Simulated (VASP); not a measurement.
# BaO3 (Fm-3m) in VASP: a series of runs

The runs below take BaO3 through relaxation of cell and atoms, single point, with PBE.

Everything below comes from runs of VASP 6.6.1. Logs are shortened: lines on timing, memory, paths and dates and some standing lists are left out, and cuts for length are marked.

## (1) The cell of the first run

Symmetry: Fm-3m, No. 225, cubic system. Conventional cell: a = 6.344 Å, b = 6.344 Å, c = 6.344 Å, α = 90.00°, β = 90.00°, γ = 90.00°. Within 3.6 Å of Ba (site symmetry m-3m) lie 14 O at 2.75 to 3.17 Å. O (site symmetry -43m) has 4 Ba at 2.75 Å and 10 O at 2.75 to 3.17 Å within 3.6 Å. Within 3.6 Å of O (site symmetry m-3m) lie 8 O at 2.75 Å and 6 Ba at 3.17 Å.

The cell was generated, and may not be a known phase.

## (2) Relaxation of cell and atoms, PBE, collinear spin, ferromagnetic start

The input, INCAR:

```
ALGO = Normal
EDIFF = 1E-7
EDIFFG = -0.04
ENCUT = 600
GGA = PE
IBRION = 2
ISIF = 3
ISMEAR = 0
ISPIN = 2
LASPH = True
LCHARG = False
LORBIT = 11
LREAL = False
LWAVE = False
MAGMOM = 0 1 1 1
NELM = 150
NSW = 90
PREC = Accurate
SIGMA = 0.1
```

The input, KPOINTS:

```
k-points
0
Gamma
  6 6 6
```

The input, POSCAR:

```
BaO3
1.0
    0.0000000000      3.1721545000      3.1721545000
    3.1721545000      0.0000000000      3.1721545000
    3.1721545000      3.1721545000      0.0000000000
Ba O
1 3
Direct
    0.5000000000      0.5000000000      0.5000000000
    0.2500000000      0.2500000000      0.2500000000
    0.7500000000      0.7500000000      0.7500000000
    0.0000000000      0.0000000000      0.0000000000
```

Potentials or basis: VASP PAW PBE potentials, release 64 (Ba_sv, O).

The run is started by

```sh
cat potpaw_PBE.64/Ba_sv/POTCAR potpaw_PBE.64/O/POTCAR > POTCAR
mpirun -np 1 vasp_std > vasp.out
```

OUTCAR:

```text
EDIFF = 1E-7
   EDIFFG = -0.04
   ENCUT = 600
   GGA = PE
   IBRION = 2
   ISIF = 3
   ISMEAR = 0
   ISPIN = 2
   LASPH = True
   LORBIT = 11
   LREAL = False
   NELM = 150
   NSW = 90
   PREC = Accurate

 ion  position               nearest neighbor table
   1  0.500  0.500  0.500-   2 2.75   3 2.75   2 2.75   2 2.75   2 2.75   3 2.75   3 2.75   3 2.75
                             4 3.17   4 3.17   4 3.17   4 3.17   4 3.17   4 3.17
   2  0.250  0.250  0.250-   1 2.75   1 2.75   1 2.75   1 2.75
   3  0.750  0.750  0.750-   1 2.75   1 2.75   1 2.75   1 2.75
   4  0.000  0.000  0.000-   1 3.17   1 3.17   1 3.17   1 3.17   1 3.17   1 3.17

  LATTYP: Found a face centered cubic cell.
 ALAT       =     6.3443090000

  Lattice vectors:

 A1 = (   0.0000000000,   3.1721545000,   3.1721545000)
 A2 = (   3.1721545000,   0.0000000000,   3.1721545000)
 A3 = (   3.1721545000,   3.1721545000,   0.0000000000)

Analysis of symmetry for initial positions (statically):
=====================================================================
 Subroutine PRICEL returns:
 Original cell was already a primitive cell.

 Routine SETGRP: Setting up the symmetry group for a
 face centered cubic supercell.

 Subroutine GETGRP returns: Found 48 space group operations
 (whereof 48 operations were pure point group operations)
 out of a pool of 48 trial point group operations.

The static configuration has the point symmetry O_h .

Analysis of symmetry for dynamics (positions and initial velocities):
=====================================================================
 Subroutine PRICEL returns:
 Original cell was already a primitive cell.

 Routine SETGRP: Setting up the symmetry group for a
 face centered cubic supercell.

 Subroutine GETGRP returns: Found 48 space group operations
 (whereof 48 operations were pure point group operations)
 out of a pool of 48 trial point group operations.

The dynamic configuration has the point symmetry O_h .

Analysis of structural, dynamic, and magnetic symmetry:
=====================================================================
 Subroutine PRICEL returns:
 Original cell was already a primitive cell.

 Routine SETGRP: Setting up the symmetry group for a
 face centered cubic supercell.

 Subroutine GETGRP returns: Found 48 space group operations
 (whereof 48 operations were pure point group operations)
 out of a pool of 48 trial point group operations.

The overall configuration has the point symmetry O_h .

 Subroutine INISYM returns: Found 48 space group operations
 (whereof 48 operations are pure point group operations),
 and found     1 'primitive' translations

----------------------------------------------------------------------------------------

                                     Primitive cell

  volume of cell :      63.8400

  direct lattice vectors                    reciprocal lattice vectors
     0.000000000  3.172154500  3.172154500    -0.157621579  0.157621579  0.157621579
     3.172154500  0.000000000  3.172154500     0.157621579 -0.157621579  0.157621579
     3.172154500  3.172154500  0.000000000     0.157621579  0.157621579 -0.157621579

  length of vectors
     4.486103916  4.486103916  4.486103916     0.273008583  0.273008583  0.273008583

  position of ions in fractional coordinates (direct lattice)
     0.500000000  0.500000000  0.500000000
     0.250000000  0.250000000  0.250000000
     0.750000000  0.750000000  0.750000000
     0.000000000  0.000000000  0.000000000

  ion indices of the primitive-cell ions
   primitive index   ion index
                 1           1
                 2           2
                 3           3
                 4           4

----------------------------------------------------------------------------------------

 KPOINTS: k-points

Automatic generation of k-mesh.
 Grid dimensions read from file:
 generate k-points for:    6    6    6

 Generating k-lattice:

  Cartesian coordinates                     Fractional coordinates (reciprocal lattice)
    -0.026270263  0.026270263  0.026270263     0.166666667  0.000000000  0.000000000
     0.026270263 -0.026270263  0.026270263     0.000000000  0.166666667  0.000000000
     0.026270263  0.026270263 -0.026270263     0.000000000  0.000000000  0.166666667

  Length of vectors
     0.045501430  0.045501430  0.045501430

  Shift w.r.t. Gamma in fractional coordinates (k-lattice)
     0.000000000  0.000000000  0.000000000

 Subroutine IBZKPT returns following result:
 ===========================================

 Found     16 irreducible k-points:

 Following reciprocal coordinates:
            Coordinates               Weight
  0.000000  0.000000  0.000000      1.000000
  0.166667  0.000000  0.000000      8.000000
  0.333333  0.000000  0.000000      8.000000
  0.500000  0.000000  0.000000      4.000000
  0.166667  0.166667  0.000000      6.000000
  0.333333  0.166667  0.000000     24.000000
[... 8 lines left out ...]
 -0.333333  0.333333  0.166667     24.000000
 -0.333333  0.500000  0.166667     12.000000
   k-points           NKPTS =     16   k-points in BZ     NKDIM =     16   number of bands    NBANDS=     20
   number of dos      NEDOS =    301   number of ions     NIONS =      4
   total plane-waves  NPLWV =  46656
   dimension x,y,z NGX =    36 NGY =   36 NGZ =   36
   dimension x,y,z NGXF=    72 NGYF=   72 NGZF=   72
   ions per type =               1   3
   NGX,Y,Z   is equivalent  to a cutoff of  13.34, 13.34, 13.34 a.u.
   NGXF,Y,Z  is equivalent  to a cutoff of  26.68, 26.68, 26.68 a.u.
 SYSTEM =  unknown system
   PREC   = accura    normal or accurate (medium, high low for compatibility)
   ISTART =      0    job   : 0-new  1-cont  2-samecut
   ICHARG =      2    charge: 1-file 2-atom 10-const
   ISPIN  =      2    spin polarized calculation?
   LNONCOLLINEAR =      F non collinear calculations
   LSORBIT =      F    spin-orbit coupling
   LASPH  =      T    aspherical Exc in radial PAW
   ENCUT  =  600.0 eV  44.10 Ry    6.64 a.u.   8.96  8.96  8.96*2*pi/ulx,y,z
   NELM   =    150;   NELMIN=  2; NELMDL= -5     # of ELM steps
   EDIFF  = 0.1E-06   stopping-criterion for ELM
   LREAL  =      F    real-space projection
   EDIFFG = -.4E-01   stopping-criterion for IOM
   NSW    =     90    number of steps for IOM
   IBRION =      2    ionic relax: 0-MD 1-quasi-New 2-CG
   NFREE  =      1    steps in history (QN), initial steepest desc. (CG)
   ISIF   =      3    stress and relaxation
   ISYM   =      2    0-nonsym 1-usesym 2-fastsym
   POTIM  = 0.5000    time-step for ionic-motion
   TEBEG  =    0.0;   TEEND  =   0.0 temperature during run
   PSTRESS=    0.0 pullay stress
   NELECT =      28.0000    total number of electrons
   NUPDOWN=      -1.0000    fix difference up-down
   EMIN   =  10.00;   EMAX   =-10.00  energy-range for DOS
   EFERMI =   0.00;   METHOD = LEGACY
   ISMEAR =     0;   SIGMA  =   0.10  broadening in eV -4-tet -1-fermi 0-gaus
   EFERMI_NEDOS =   21; number of points for ismear=-14 and -15
   IALGO  =     38    algorithm
   IMIX   =      4    mixing-type and parameters
     AMIX     =   0.40;   BMIX     =  1.00
     AMIX_MAG =   1.60;   BMIX_MAG =  1.00
  volume/ion in A,a.u.               =      15.96       107.70
  Fermi-wavevector in a.u.,A,eV,Ry     =   1.243836  2.350510 21.049960  1.547128
  Thomas-Fermi vector in A             =   2.378129
   LORBIT       =     11    0 simple, 1 ext, 2 COOP (PROOUT), +10 PAW based schemes
   GGA     = PE    functional components
   LHFCALC =     F    Hartree Fock is set to
   AEXX    =    0.0000 exact exchange contribution
   IVDW    =     0    specifies the selected vdW correction
   LEPSILON=     F    determine dielectric tensor
   LRPA    =     F    only Hartree local field effects (RPA)
 conjugate gradient relaxation of ions
 spin polarized calculation
 Gauss-broadening in eV      SIGMA  =   0.10
  energy-cutoff  :      600.00
  volume of cell :       63.84
 maximum number of plane-waves:      2158
   NGX = 17   NGY = 17   NGZ = 17

 number of electron      28.0000013 magnetization       4.0000078

 Free energy of the ion-electron system (eV)
  ---------------------------------------------------
  ext. energy  EPLUGINS =         0.00000000
  ---------------------------------------------------
  free energy    TOTEN  =       -18.70836875 eV

  energy without entropy =      -18.68621694  energy(sigma->0) =      -18.69729284

 E-fermi :   0.2569     XC(G=0):  -9.8835

 val. band max:        0.2431410259   @ k =   0.5000   0.0000   0.0000
 cond. band min:       0.2673658653   @ k =   0.5000   0.1667   0.0000
 fundamental gap:      0.0242248394
 Fermi energy:         0.2568902250

 spin component 1

 k-point     1 :       0.0000    0.0000    0.0000
  band No.  band energies     occupation
      1     -24.2673      1.00000
      2     -17.5367      1.00000
      3     -16.4895      1.00000
      4     -16.3089      1.00000
      5      -9.3002      1.00000
      6      -9.3002      1.00000
[... 12 lines left out ...]
     19       8.2230      0.00000
     20       9.9981      0.00000

 k-point     2 :       0.1667    0.0000    0.0000
  band No.  band energies     occupation
      1     -24.2374      1.00000
      2     -17.5368      1.00000
      3     -16.5317      1.00000
      4     -16.3838      1.00000
      5      -9.3332      1.00000
      6      -9.3332      1.00000
[... 12 lines left out ...]
     19       8.7750      0.00000
     20       9.7579      0.00000
[... 280 lines left out ...]
      2     -17.3198      1.00000
      3     -16.8306      1.00000
      4     -16.7863      1.00000
      5      -9.5456      1.00000
      6      -9.3331      1.00000
[... 12 lines left out ...]
     19       8.9496      0.00000
     20       9.0138      0.00000

 k-point    16 :      -0.3333    0.5000    0.1667
  band No.  band energies     occupation
      1     -24.1077      1.00000
      2     -17.2261      1.00000
      3     -16.9614      1.00000
      4     -16.7800      1.00000
      5      -9.6092      1.00000
      6      -9.4942      1.00000
[... 12 lines left out ...]
     19       8.9679      0.00000
     20       9.4259      0.00000
 Fermi energy:         0.2568902250

 spin component 2

 k-point     1 :       0.0000    0.0000    0.0000
  band No.  band energies     occupation
      1     -24.2211      1.00000
      2     -15.3856      1.00000
      3     -14.4886      1.00000
      4     -13.9737      1.00000
      5      -9.2649      1.00000
      6      -9.2649      1.00000
[... 12 lines left out ...]
     19       8.6942      0.00000
     20      10.5691      0.00000

 k-point     2 :       0.1667    0.0000    0.0000
  band No.  band energies     occupation
      1     -24.1968      1.00000
      2     -15.4039      1.00000
      3     -14.5422      1.00000
      4     -14.0520      1.00000
      5      -9.2939      1.00000
      6      -9.2939      1.00000
[... 12 lines left out ...]
     19       9.3124      0.00000
     20      10.2446      0.00000
[... 281 lines left out ...]
      3     -14.9476      1.00000
      4     -14.5327      1.00000
      5      -9.4658      1.00000
      6      -9.2020      1.00000
[... 12 lines left out ...]
     19       9.1705      0.00000
     20       9.2887      0.00000

 k-point    16 :      -0.3333    0.5000    0.1667
  band No.  band energies     occupation
      1     -24.0914      1.00000
      2     -15.1304      1.00000
      3     -14.8713      1.00000
      4     -14.6669      1.00000
      5      -9.5148      1.00000
      6      -9.3675      1.00000
[... 12 lines left out ...]
     19       9.0926      0.00000
     20       9.6607      0.00000

------------------------ aborting loop because EDIFF is reached ----------------------------------------

  FORCE on cell =-STRESS in cart. coord.  units (eV):
  Direction    XX          YY          ZZ          XY          YZ          ZX
  --------------------------------------------------------------------------------------
  -------------------------------------------------------------------------------------
  Total       -0.0602267     -0.0602267     -0.0602267      0.0000000      0.0000000      0.0000000
  in kB       -1.5114957     -1.5114957     -1.5114957      0.0000000      0.0000000      0.0000000
  external PRESSURE =      -1.5114957 kB  Pullay stress =       0.0000000 kB

 VOLUME and BASIS-vectors are now :
 -----------------------------------------------------------------------------
  energy-cutoff  :      600.00
  volume of cell :       63.84
      direct lattice vectors                 reciprocal lattice vectors
     0.000000000  3.172154500  3.172154500    -0.157621579  0.157621579  0.157621579
     3.172154500  0.000000000  3.172154500     0.157621579 -0.157621579  0.157621579
     3.172154500  3.172154500  0.000000000     0.157621579  0.157621579 -0.157621579

 POSITION                                       TOTAL-FORCE (eV/Angst)
 -----------------------------------------------------------------------------------
      3.17215      3.17215      3.17215        -0.000000      0.000000     -0.000000
      1.58608      1.58608      1.58608        -0.000000     -0.000000     -0.000000
      4.75823      4.75823      4.75823         0.000000      0.000000      0.000000
      0.00000      0.00000      0.00000        -0.000000      0.000000     -0.000000
 -----------------------------------------------------------------------------------
    total drift:                                0.000000      0.000000      0.000000

  FREE ENERGIE OF THE ION-ELECTRON SYSTEM (eV)
  ---------------------------------------------------
  free  energy   TOTEN  =       -18.7083687471 eV

  energy  without entropy=      -18.6862169361  energy(sigma->0) =      -18.69729284

 reached required accuracy - stopping structural energy minimisation

 total charge

# of ion       s       p       d       tot
------------------------------------------
    1        2.005   5.628   0.272   7.905
    2        1.599   3.155   0.000   4.754
    3        1.599   3.155   0.000   4.754
    4        1.614   3.032   0.000   4.646
--------------------------------------------------
tot          6.817  14.970   0.272  22.059

 magnetization (x)

# of ion       s       p       d       tot
------------------------------------------
    1       -0.004   0.038  -0.022   0.012
    2        0.012   1.004   0.000   1.017
    3        0.012   1.004   0.000   1.017
    4        0.013   1.293   0.000   1.307
--------------------------------------------------
tot          0.035   3.340  -0.022   3.352
```

Run time: 38 s. Hardware: 1 thread of AMD EPYC 9R45 (Zen 5), shared host; peak memory 0.22 GiB.

What came out:

| Property | Result |
| --- | --- |
| Free energy | -18.7084 eV |
| Pressure after relaxing | -0.2 GPa |
| Band gap on the k mesh | zero (filled and empty bands overlap) |
| Net moment | 4.00 μB per cell |
| Site moments | Ba +0.01; O +1.02, +1.31 (each value once) μB |
| Valence electrons inside the program's atomic spheres | Ba 7.91; O 4.75, 4.65 (each value once) |

Final structure:
```cif
data_structure
_symmetry_space_group_name_H-M 'P 1'
_symmetry_Int_Tables_number 1
_cell_length_a 4.4861
_cell_length_b 4.4861
_cell_length_c 4.4861
_cell_angle_alpha 60.000
_cell_angle_beta 60.000
_cell_angle_gamma 60.000
_cell_volume 63.84
loop_
_atom_site_label
_atom_site_type_symbol
_atom_site_fract_x
_atom_site_fract_y
_atom_site_fract_z
_atom_site_occupancy
Ba1 Ba 0.50000 0.50000 0.50000 1
O1 O 0.25000 0.25000 0.25000 1
O2 O 0.75000 0.75000 0.75000 1
O3 O 0.00000 0.00000 0.00000 1
```

Caveat: the relaxation stopped at its first step, so nothing moved; spin-orbit coupling is left out, which moves the levels of the heavy elements.

## (3) Single point, PBE, collinear spin, ferromagnetic start

This run uses another cell than the first one, of 15.64 Å³/atom.

The input, INCAR:

```
SYSTEM = BaO3
PREC = Accurate
ENCUT = 520
EDIFF = 1E-6
ISMEAR = 0
SIGMA = 0.1
LREAL = .FALSE.
LASPH = .TRUE.
NELM = 150
ALGO = Normal
ISIF = 2
LWAVE = .FALSE.
LCHARG = .FALSE.
ISPIN = 2
MAGMOM = 0 1.45 1.45 1.45
LORBIT = 11
GGA = PE
NBANDS = 26
```

The input, KPOINTS:

```
regular mesh
0
G
  12 12 12
  0 0 0
```

The input, POSCAR:

```
BaO3
1.0
    0.0000000000      3.1505786254      3.1505786254
    3.1505786254      0.0000000000      3.1505786254
    3.1505786254      3.1505786254      0.0000000000
Ba O
1 3
Direct
    0.5000000000      0.5000000000      0.5000000000
    0.2500000000      0.2500000000      0.2500000000
    0.7500000000      0.7500000000      0.7500000000
    0.0000000000      0.0000000000      0.0000000000
```

Potentials or basis: VASP PAW PBE potentials, release 64 (Ba_sv, O).

The run is started by

```sh
cat potpaw_PBE.64/Ba_sv/POTCAR potpaw_PBE.64/O/POTCAR > POTCAR
mpirun -np 1 vasp_std > vasp.out
```

Run time: 2.7 min. Hardware: 1 thread of AMD EPYC 9R45 (Zen 5), shared host; peak memory 0.32 GiB.

The run converged. Its results:

```yaml
Free_energy: -18.7068 eV
Pressure: 1.1 GPa
Band_gap_on_the_k_mesh: zero (filled and empty bands overlap)
Net_moment: 4.00 μB per cell
Site_moments: Ba +0.02; O +1.02, +1.31 (each value once) μB
Valence_electrons_inside_the_program's_atomic_spheres: Ba 7.92; O 4.76, 4.65 (each value once)
```

Levels at points of the mesh, in eV from the Fermi level:
Spin up:
```
           k point  band 12  band 13  band 14  band 15  band 16  band 17  band 18  band 19  band 20  band 21
(0.00, 0.00, 0.00)    -2.97    -2.97    -0.98    -0.98    -0.98     7.18     7.18     8.19     9.91     9.91
(0.50, 0.00, 0.00)    -1.69    -1.69    -1.56    -1.56    -1.42     8.59     8.65     8.65     9.91     9.91
(0.50, 0.50, 0.00)    -1.84    -1.84    -1.58    -1.16    -1.16     7.55     7.57     8.71    10.15    10.15
```
Spin down:
| k point | band 10 | band 11 | band 12 | band 13 | band 14 | band 15 |
| --- | --- | --- | --- | --- | --- | --- |
| (0.00, 0.00, 0.00) | -1.63 | -0.89 | -0.89 | -0.89 | 1.19 | 1.19 |
| (0.50, 0.00, 0.00) | -1.35 | 0.01 | 0.07 | 0.07 | 0.66 | 0.66 |
| (0.50, 0.50, 0.00) | -1.18 | -0.02 | -0.02 | -0.01 | 0.35 | 1.09 |

Caveat: spin-orbit coupling is left out, which moves the levels of the heavy elements.

## (4) Single point, PBE, collinear spin, ferromagnetic start

This run uses another cell than the first one, of 15.64 Å³/atom.

The input, INCAR:

```
SYSTEM = BaO3
  PREC = Accurate
  ENCUT = 520
  EDIFF = 1E-6
  ISMEAR = 0
  SIGMA = 0.1
  LREAL = .FALSE.
  LASPH = .TRUE.
  NELM = 150
  ALGO = Normal
  ISIF = 2
  LWAVE = .FALSE.
  LCHARG = .FALSE.
  ISPIN = 2
  MAGMOM = 0 1.33 1.33 1.7
  LORBIT = 11
  GGA = PE
  NBANDS = 26
```

The input, KPOINTS:

```
Automatic mesh
0
G
  12 12 12
  0 0 0
```

POSCAR is that of step 3.

The run is started by

```sh
cat potpaw_PBE.64/Ba_sv/POTCAR potpaw_PBE.64/O/POTCAR > POTCAR
mpirun -np 1 vasp_std > vasp.out
```

Run time: 2.7 min. Hardware: 1 thread of AMD EPYC 9R45 (Zen 5), shared host; peak memory 0.32 GiB.

The run converged. Its results:

| Property | Result |
| --- | --- |
| Free energy | -18.7068 eV |
| Pressure | 1.1 GPa |
| Band gap on the k mesh | zero (filled and empty bands overlap) |
| Net moment | 4.00 μB per cell |
| Site moments | Ba +0.02; O +1.02, +1.31 (each value once) μB |
| Valence electrons inside the program's atomic spheres | Ba 7.92; O 4.76, 4.65 (each value once) |

Levels at points of the mesh, in eV from the Fermi level:
Spin up:
```csv
k point,band 13,band 14,band 15,band 16,band 17,band 18,band 19,band 20
"(0.00, 0.00, 0.00)",-2.97,-0.98,-0.98,-0.98,7.18,7.18,8.19,9.91
"(0.50, 0.00, 0.00)",-1.69,-1.56,-1.56,-1.42,8.59,8.65,8.65,9.91
"(0.50, 0.50, 0.00)",-1.84,-1.58,-1.16,-1.16,7.55,7.57,8.71,10.15
```
Spin down:
| k point | band 10 | band 11 | band 12 | band 13 | band 14 | band 15 |
| --- | --- | --- | --- | --- | --- | --- |
| (0.00, 0.00, 0.00) | -1.63 | -0.89 | -0.89 | -0.89 | 1.19 | 1.19 |
| (0.50, 0.00, 0.00) | -1.35 | 0.01 | 0.07 | 0.07 | 0.66 | 0.66 |
| (0.50, 0.50, 0.00) | -1.18 | -0.02 | -0.02 | 0.00 | 0.35 | 1.09 |

Caveat: spin-orbit coupling is left out, which moves the levels of the heavy elements.

The gap in the log of VASP goes by the Fermi energy; the results here count the filled bands.